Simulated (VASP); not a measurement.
# C in VASP: further runs

Runs on C. Level: PBEsol. Tasks: single point.

Everything below comes from runs of VASP 6.6.1. Logs are shortened: lines on timing, memory, paths and dates and some standing lists are left out, and cuts for length are marked.

## Step 1: The cell of the first run

The typed cell holds 16 atoms: a = 4.203 Å, b = 4.203 Å, c = 6.863 Å, α = 90.00°, β = 90.00°, γ = 109.47°.

## Step 2: Single point, PBEsol (atom 4 moved 0.06 Å)

The input, INCAR:

```
  PREC = Accurate
  ENCUT = 520
  EDIFF = 1E-7
  ISMEAR = 0
  SIGMA = 0.05
  LREAL = Auto
  LASPH = T
  NELM = 80
  ALGO = Normal
  ISIF = 2
  LWAVE = F
  LCHARG = T
  GGA = PS
  LELF = T
  LVHAR = T
  NBANDS = 46
```

The input, KPOINTS:

```
Automatic mesh
0
Gamma
  6 6 4
```

The input, POSCAR:

```
C
1.0
   -2.4263873541      2.4263873541      2.4263873541
    2.4263873541     -2.4263873541      2.4263873541
    4.8527747083      4.8527747083      0.0000000000
C
16
Direct
    0.3255598828      0.0009100057     -0.0001485995
    0.8255598828      0.5009100057      0.4998514005
    0.3376227789      0.3382643044      0.3372056992
    0.8333270961      0.8237042125      0.8395832909
    0.0002684802      0.3262014083     -0.0001485995
    0.5002684802      0.8262014083      0.4998514005
    0.8376227789      0.8382643044      0.1624971018
    0.3376227789      0.3382643044      0.6624971018
    0.0002684802      0.6756186031     -0.0001485995
    0.5002684802      0.1756186031      0.4998514005
    0.1629141815      0.1635557070      0.1624971018
    0.6629141815      0.6635557070      0.6624971018
    0.6749770776      0.0009100057     -0.0001485995
    0.1749770776      0.5009100057      0.4998514005
    0.6629141815      0.6635557070      0.3372056992
    0.1629141815      0.1635557070      0.8372056992
```

Potentials or basis: VASP PAW PBE potentials, release 64 (C).

Launch:

```console
cat potpaw_PBE.64/C/POTCAR > POTCAR
mpirun -np 1 vasp_std > vasp.out
```

OUTCAR:

```text
PREC = Accurate
   ENCUT = 520
   EDIFF = 1E-7
   ISMEAR = 0
   LREAL = Auto
   LASPH = T
   NELM = 80
   ISIF = 2
   GGA = PS

 ion  position               nearest neighbor table
   1  0.326  0.001  1.000-  13 1.47   9 1.58  11 1.58  16 1.58
   2  0.826  0.501  0.500-  14 1.47  10 1.58  12 1.58  15 1.58
   3  0.338  0.338  0.337-  11 1.47  15 1.58  14 1.58  10 1.58
   4  0.833  0.824  0.840-  12 1.46   9 1.54  13 1.59  16 1.62
   5  0.000  0.326  1.000-   9 1.47  13 1.58  11 1.58  16 1.58
   6  0.500  0.826  0.500-  10 1.47  14 1.58  12 1.58  15 1.58
[... 8 lines left out ...]
  15  0.663  0.664  0.337-   7 1.47   3 1.58   6 1.58   2 1.58
  16  0.163  0.164  0.837-   8 1.47   5 1.58   1 1.58   4 1.62

  LATTYP: Found a base centered orthorhombic cell.
 ALAT       =     4.8527747082
 B/A-ratio  =     1.4142135624
 C/A-ratio  =     1.4142135624

  Lattice vectors:

 A1 = (  -2.4263873541,   2.4263873541,   2.4263873541)
 A2 = (   2.4263873541,  -2.4263873541,   2.4263873541)
 A3 = (   4.8527747083,   4.8527747083,   0.0000000000)

Analysis of symmetry for initial positions (statically):
=====================================================================
 Subroutine PRICEL returns:
 Original cell was already a primitive cell.

 Routine SETGRP: Setting up the symmetry group for a
 base centered orthorhombic supercell.

 Subroutine GETGRP returns: Found  1 space group operations
 (whereof  1 operations were pure point group operations)
 out of a pool of  8 trial point group operations.

The static configuration has the point symmetry C_1 .

Analysis of symmetry for dynamics (positions and initial velocities):
=====================================================================
 Subroutine PRICEL returns:
 Original cell was already a primitive cell.

 Routine SETGRP: Setting up the symmetry group for a
 base centered orthorhombic supercell.

 Subroutine GETGRP returns: Found  1 space group operations
 (whereof  1 operations were pure point group operations)
 out of a pool of  8 trial point group operations.

The dynamic configuration has the point symmetry C_1 .

 Subroutine INISYM returns: Found  1 space group operations
 (whereof  1 operations are pure point group operations),
 and found     1 'primitive' translations

----------------------------------------------------------------------------------------

                                     Primitive cell

  volume of cell :     114.2800

  direct lattice vectors                    reciprocal lattice vectors
    -2.426387354  2.426387354  2.426387354    -0.103033837  0.103033837  0.206067675
     2.426387354 -2.426387354  2.426387354     0.103033837 -0.103033837  0.206067675
     4.852774708  4.852774708  0.000000000     0.103033837  0.103033837  0.000000000

  length of vectors
     4.202626176  4.202626176  6.862859808     0.252380328  0.252380328  0.145711850

  position of ions in fractional coordinates (direct lattice)
     0.325559883  0.000910006  0.999851400
     0.825559883  0.500910006  0.499851400
     0.337622779  0.338264304  0.337205699
     0.833327096  0.823704212  0.839583291
     0.000268480  0.326201408  0.999851400
     0.500268480  0.826201408  0.499851400
[... 8 lines left out ...]
     0.662914181  0.663555707  0.337205699
     0.162914181  0.163555707  0.837205699

  ion indices of the primitive-cell ions
   primitive index   ion index
                 1           1
                 2           2
                 3           3
                 4           4
                 5           5
                 6           6
[... 8 lines left out ...]
                15          15
                16          16

----------------------------------------------------------------------------------------

 KPOINTS: Automatic mesh

Automatic generation of k-mesh.
 Grid dimensions read from file:
 generate k-points for:    6    6    4

 Generating k-lattice:

  Cartesian coordinates                     Fractional coordinates (reciprocal lattice)
    -0.017172306  0.017172306  0.034344612     0.166666667  0.000000000  0.000000000
     0.017172306 -0.017172306  0.034344612     0.000000000  0.166666667  0.000000000
     0.025758459  0.025758459  0.000000000     0.000000000  0.000000000  0.250000000

  Length of vectors
     0.042063388  0.042063388  0.036427963

  Shift w.r.t. Gamma in fractional coordinates (k-lattice)
     0.000000000  0.000000000  0.000000000

 Subroutine IBZKPT returns following result:
 ===========================================

 Found     76 irreducible k-points:

 Following reciprocal coordinates:
            Coordinates               Weight
  0.000000  0.000000  0.000000      1.000000
  0.166667  0.000000  0.000000      2.000000
  0.000000  0.166667  0.000000      2.000000
  0.333333  0.000000  0.000000      2.000000
  0.000000  0.333333  0.000000      2.000000
  0.500000  0.000000  0.000000      1.000000
[... 16 lines left out ...]
 -0.166667  0.000000  0.250000      2.000000
  0.000000  0.166667 -0.250000      2.000000
 [... further k-points ...]
   k-points           NKPTS =     76   k-points in BZ     NKDIM =     76   number of bands    NBANDS=     46
   number of dos      NEDOS =    301   number of ions     NIONS =     16
   total plane-waves  NPLWV =  55296
   dimension x,y,z NGX =    32 NGY =   32 NGZ =   54
   dimension x,y,z NGXF=    64 NGYF=   64 NGZF=  108
   ions per type =              16
   NGX,Y,Z   is equivalent  to a cutoff of  12.66, 12.66, 13.08 a.u.
   NGXF,Y,Z  is equivalent  to a cutoff of  25.32, 25.32, 26.16 a.u.
 SYSTEM =  unknown system
   PREC   = accura    normal or accurate (medium, high low for compatibility)
   ISTART =      0    job   : 0-new  1-cont  2-samecut
   ICHARG =      2    charge: 1-file 2-atom 10-const
   ISPIN  =      1    spin polarized calculation?
   LNONCOLLINEAR =      F non collinear calculations
   LSORBIT =      F    spin-orbit coupling
   LASPH  =      T    aspherical Exc in radial PAW
   ENCUT  =  520.0 eV  38.22 Ry    6.18 a.u.   7.81  7.81 12.76*2*pi/ulx,y,z
   NELM   =     80;   NELMIN=  2; NELMDL= -5     # of ELM steps
   EDIFF  = 0.1E-06   stopping-criterion for ELM
   LREAL  =      T    real-space projection
   EDIFFG = 0.1E-05   stopping-criterion for IOM
   NSW    =      0    number of steps for IOM
   IBRION =     -1    ionic relax: 0-MD 1-quasi-New 2-CG
   NFREE  =      0    steps in history (QN), initial steepest desc. (CG)
   ISIF   =      2    stress and relaxation
   ISYM   =      2    0-nonsym 1-usesym 2-fastsym
   POTIM  = 0.5000    time-step for ionic-motion
   TEBEG  =    0.0;   TEEND  =   0.0 temperature during run
   PSTRESS=    0.0 pullay stress
   NELECT =      64.0000    total number of electrons
   NUPDOWN=      -1.0000    fix difference up-down
   EMIN   =  10.00;   EMAX   =-10.00  energy-range for DOS
   EFERMI =   0.00;   METHOD = LEGACY
   ISMEAR =     0;   SIGMA  =   0.05  broadening in eV -4-tet -1-fermi 0-gaus
   EFERMI_NEDOS =   21; number of points for ismear=-14 and -15
   IALGO  =     38    algorithm
   IMIX   =      4    mixing-type and parameters
     AMIX     =   0.40;   BMIX     =  1.00
     AMIX_MAG =   1.60;   BMIX_MAG =  1.00
  volume/ion in A,a.u.               =       7.14        48.20
  Fermi-wavevector in a.u.,A,eV,Ry     =   1.349412  2.550020 24.775036  1.820914
  Thomas-Fermi vector in A             =   2.477001
   LORBIT       =      0    0 simple, 1 ext, 2 COOP (PROOUT), +10 PAW based schemes
   GGA     = PS    functional components
   LHFCALC =     F    Hartree Fock is set to
   AEXX    =    0.0000 exact exchange contribution
   IVDW    =     0    specifies the selected vdW correction
   LEPSILON=     F    determine dielectric tensor
   LRPA    =     F    only Hartree local field effects (RPA)
 non-spin polarized calculation
 Gauss-broadening in eV      SIGMA  =   0.05
  energy-cutoff  :      520.00
  volume of cell :      114.28
 maximum number of plane-waves:      3098
   NGX = 15   NGY = 15   NGZ = 25

 number of electron      63.9999997 magnetization

 Free energy of the ion-electron system (eV)
  ---------------------------------------------------
  ext. energy  EPLUGINS =         0.00000000
  ---------------------------------------------------
  free energy    TOTEN  =      -143.08649950 eV

  energy without entropy =     -143.08649950  energy(sigma->0) =     -143.08649950

 E-fermi :   6.9813     XC(G=0): -11.7400

 val. band max:        6.7695469931   @ k =   0.5000   0.5000   0.0000
 cond. band min:       9.5350521030   @ k =   0.5000   0.1667   0.0000
 fundamental gap:      2.7655051100
 Fermi energy:         6.9812987333

 k-point     1 :       0.0000    0.0000    0.0000
  band No.  band energies     occupation
      1     -14.2905      2.00000
      2     -13.4227      2.00000
      3      -9.7550      2.00000
      4      -7.8767      2.00000
      5      -6.2198      2.00000
      6      -6.1362      2.00000
[... 36 lines left out ...]
     43      14.6686      0.00000
     44      15.2662      0.00000

 k-point     2 :       0.1667    0.0000    0.0000
  band No.  band energies     occupation
      1     -14.1614      2.00000
      2     -13.3641      2.00000
      3      -9.5999      2.00000
      4      -8.3581      2.00000
      5      -7.3651      2.00000
      6      -6.7855      2.00000
[... 36 lines left out ...]
     43      14.9399      0.00000
     44      15.1088      0.00000

 k-point     3 :       0.0000    0.1667    0.0000
  band No.  band energies     occupation
      1     -14.1607      2.00000
      2     -13.3627      2.00000
      3      -9.6001      2.00000
      4      -8.3796      2.00000
      5      -7.4047      2.00000
      6      -6.7593      2.00000
[... 36 lines left out ...]
     43      14.9442      0.00000
     44      15.1096      0.00000

 k-point     4 :       0.3333    0.0000    0.0000
  band No.  band energies     occupation
      1     -13.8200      2.00000
      2     -13.2888      2.00000
      3      -9.1773      2.00000
      4      -9.1438      2.00000
      5      -8.6314      2.00000
      6      -7.5813      2.00000
[... 882 lines left out ...]
     43      15.1208      0.00000
     44      15.2599      0.00000

 k-point    23 :      -0.1667    0.0000    0.2500
  band No.  band energies     occupation
      1     -14.0699      2.00000
      2     -13.5144      2.00000
      3      -9.3142      2.00000
      4      -8.1600      2.00000
      5      -7.8349      2.00000
      6      -6.9883      2.00000
[... 36 lines left out ...]
     43      15.1560      0.00000
     44      15.1897      0.00000

 k-point    24 :       0.0000    0.1667   -0.2500
  band No.  band energies     occupation
      1     -14.0693      2.00000
      2     -13.5129      2.00000
      3      -9.3185      2.00000
      4      -8.1776      2.00000
      5      -7.8309      2.00000
      6      -7.0521      2.00000
[... 36 lines left out ...]
     43      15.1591      0.00000
     44      15.2247      0.00000

 [... further k-points ...]

 [bands above 44 left out]

------------------------ aborting loop because EDIFF is reached ----------------------------------------

  FORCE on cell =-STRESS in cart. coord.  units (eV):
  Direction    XX          YY          ZZ          XY          YZ          ZX
  --------------------------------------------------------------------------------------
  -------------------------------------------------------------------------------------
  Total        0.3066328      1.6157092     -0.3228481      0.0461870      0.0789904      0.0142987
  in kB        4.2989141     22.6518349     -4.5262483      0.6475300      1.1074251      0.2004648
  external PRESSURE =       7.4748336 kB  Pullay stress =       0.0000000 kB

 VOLUME and BASIS-vectors are now :
 -----------------------------------------------------------------------------
  energy-cutoff  :      520.00
  volume of cell :      114.28
      direct lattice vectors                 reciprocal lattice vectors
    -2.426387354  2.426387354  2.426387354    -0.103033837  0.103033837  0.206067675
     2.426387354 -2.426387354  2.426387354     0.103033837 -0.103033837  0.206067675
     4.852774708  4.852774708  0.000000000     0.103033837  0.103033837  0.000000000

 POSITION                                       TOTAL-FORCE (eV/Angst)
 -----------------------------------------------------------------------------------
      4.06433      5.63978      0.79214        -0.019494      0.053604     -0.042730
      1.63794      3.21339      3.21853        -0.045783      0.015744     -0.009741
      1.63794      1.63483      1.63996        -0.016431     -0.017937     -0.022387
      4.05096      4.09766      4.02060         0.575844     -1.088544      1.498143
      5.64289      4.06121      0.79214        -0.150735      0.080438     -0.191744
      3.21651      1.63483      3.21853         0.107610     -0.004449      0.093113
[... 8 lines left out ...]
      1.63794      1.63483      3.21853        -0.008721      0.001516      0.014391
      4.06433      4.06121      0.79214        -0.074278      0.069162     -0.416557
 -----------------------------------------------------------------------------------
    total drift:                               -0.012953      0.015064     -0.004799

  FREE ENERGIE OF THE ION-ELECTRON SYSTEM (eV)
  ---------------------------------------------------
  free  energy   TOTEN  =      -143.0864994955 eV

  energy  without entropy=     -143.0864994955  energy(sigma->0) =     -143.08649950
```

Run time: 8.9 min. Hardware: 1 thread of Oxide Virtual Turin-like, shared host; peak memory 0.34 GiB.

Results:

* Free energy: -143.0865 eV
* Pressure: 0.7 GPa
* Largest force: 1.939 eV/Å
* Band gap on the k mesh: 2.77 eV

Forces in eV/Å, atoms in the order of the input:
```
C   -0.019  0.054 -0.043
C   -0.046  0.016 -0.010
C   -0.016 -0.018 -0.022
C    0.576 -1.089  1.498
C   -0.151  0.080 -0.192
C    0.108 -0.004  0.093
C    0.101  0.129  0.050
C   -0.073 -0.036 -0.192
C   -0.098  0.546 -0.192
C   -0.032  0.022 -0.023
C    0.025 -0.008  0.014
C   -0.187  0.179 -0.376
C   -0.135  0.081 -0.189
C    0.030 -0.022 -0.015
C   -0.009  0.002  0.014
C   -0.074  0.069 -0.417
```

Stress tensor (GPa, compression positive):
```
 0.43  0.06  0.02
 0.06  2.27  0.11
 0.02  0.11 -0.45
```

Levels at points of the mesh, in eV from the valence-band top:
| k point | band 30 | band 31 | band 32 | band 33 | band 34 | band 35 |
| --- | --- | --- | --- | --- | --- | --- |
| (0.00, 0.00, 0.00) | -0.52 | -0.41 | -0.33 | 3.77 | 3.83 | 3.90 |
| (0.50, 0.00, 0.00) | -2.24 | -2.08 | -1.94 | 3.23 | 3.28 | 4.60 |
| (0.00, 0.50, 0.00) | -2.24 | -2.08 | -2.00 | 3.25 | 3.28 | 4.58 |
| (0.50, 0.50, 0.00) | -0.18 | -0.11 | 0.00 | 3.64 | 3.78 | 5.13 |
| (0.00, 0.00, 0.50) | -1.24 | -1.03 | -0.99 | 3.19 | 3.20 | 3.89 |
| (0.50, 0.00, 0.50) | -2.40 | -2.22 | -2.20 | 3.72 | 3.83 | 5.31 |
| (0.00, 0.50, 0.50) | -2.44 | -2.24 | -2.17 | 3.73 | 3.78 | 5.25 |
| (0.50, 0.50, 0.50) | -1.51 | -1.08 | -1.05 | 4.90 | 4.91 | 5.20 |

Caveat: the cell differs from its parent crystal (atom 4 moved 0.06 Å); the PAW data sets were made with another functional, which shifts forces and pressure a little.

## Step 3: Single point, PBEsol

The input, INCAR:

```
PREC = Accurate
ENCUT = 520
EDIFF = 1E-7
ISMEAR = 0
SIGMA = 0.05
LREAL = Auto
LASPH = True
NELM = 100
ALGO = Normal
ISIF = 2
LWAVE = False
LCHARG = False
GGA = PS
NBANDS = 46
```

The input, KPOINTS:

```
regular mesh
0
Gamma
  6 6 4
```

The input, POSCAR:

```
C
1.0
   -2.4264973758      2.4264916467      2.4263559934
    2.4261404887     -2.4265044321      2.4260118917
    4.8526591057      4.8530173200     -0.0003696725
C
16
Direct
    0.3253158242      0.0000540879     -0.0000128937
    0.8252851069      0.4999958302      0.4999926746
    0.3373715447      0.3373484058      0.3373412574
    0.8373134628      0.8373012804      0.8373843225
    0.0000432313      0.3253312294     -0.0000095744
    0.4999960099      0.8252677992      0.5000161383
    0.8373581918      0.8373790434      0.1626643697
    0.3373081353      0.3373245923      0.6626143823
    0.0000100896      0.6747355568      0.0000037087
    0.4999671122      0.1746705792      0.4999932729
    0.1626693110      0.1626932970      0.1626175161
    0.6626310804      0.6626293965      0.6626631005
    0.6747116721      0.0000117021      0.0000244093
    0.1746878520      0.4999560558      0.4999937351
    0.6626926921      0.6626727060      0.3373866580
    0.1626386842      0.1626284373      0.8373269225
```

Potentials or basis: VASP PAW PBE potentials, release 64 (C).

Launch:

```console
cat potpaw_PBE.64/C/POTCAR > POTCAR
mpirun -np 1 vasp_std > vasp.out
```

It took 9.6 min on 1 thread of Oxide Virtual Turin-like, shared host; peak memory 0.33 GiB.

The run converged. Its results:

```
Free energy            : -143.1450 eV
Pressure               : 0.8 GPa
Largest force          : 0.041 eV/Å
Band gap on the k mesh : 2.90 eV
```

Forces in eV/Å, atoms in the order of the input:
```
C   -0.023  0.024  0.015
C   -0.023  0.028  0.020
C   -0.019 -0.020 -0.018
C   -0.022 -0.024 -0.010
C    0.024 -0.022  0.014
C    0.024 -0.025  0.019
C    0.019  0.020 -0.015
C    0.023  0.025 -0.015
C   -0.023  0.025 -0.020
C   -0.024  0.021 -0.015
C    0.023  0.024  0.015
C    0.019  0.019  0.015
C    0.021 -0.026 -0.019
C    0.023 -0.025 -0.016
C   -0.024 -0.025  0.012
C   -0.017 -0.019  0.017
```

Levels at points of the mesh, in eV from the valence-band top:
```tsv
k point	band 28	band 29	band 30	band 31	band 32	band 33	band 34	band 35	band 36	band 37
(0.00, 0.00, 0.00)	-2.32	-2.12	-0.32	-0.32	-0.31	3.90	4.02	4.02	4.02	5.43
(0.50, 0.00, 0.00)	-2.75	-2.14	-2.14	-1.95	-1.95	3.39	3.39	4.77	4.77	4.93
(0.00, 0.50, 0.00)	-2.75	-2.14	-2.14	-1.95	-1.95	3.39	3.39	4.77	4.77	4.93
(0.50, 0.50, 0.00)	-2.32	-2.12	0.00	0.00	0.00	3.73	3.89	5.43	5.85	5.85
(0.00, 0.00, 0.50)	-2.17	-1.31	-1.31	-0.87	-0.87	3.30	3.30	4.03	4.03	4.51
(0.50, 0.00, 0.50)	-3.05	-2.32	-2.32	-2.12	-2.12	3.89	3.89	5.43	5.43	5.86
(0.00, 0.50, 0.50)	-3.05	-2.32	-2.32	-2.12	-2.12	3.89	3.90	5.43	5.43	5.86
(0.50, 0.50, 0.50)	-1.63	-1.41	-1.41	-0.94	-0.94	5.02	5.02	5.41	5.41	5.59
```

Caveat: the PAW data sets were made with another functional, which shifts forces and pressure a little.
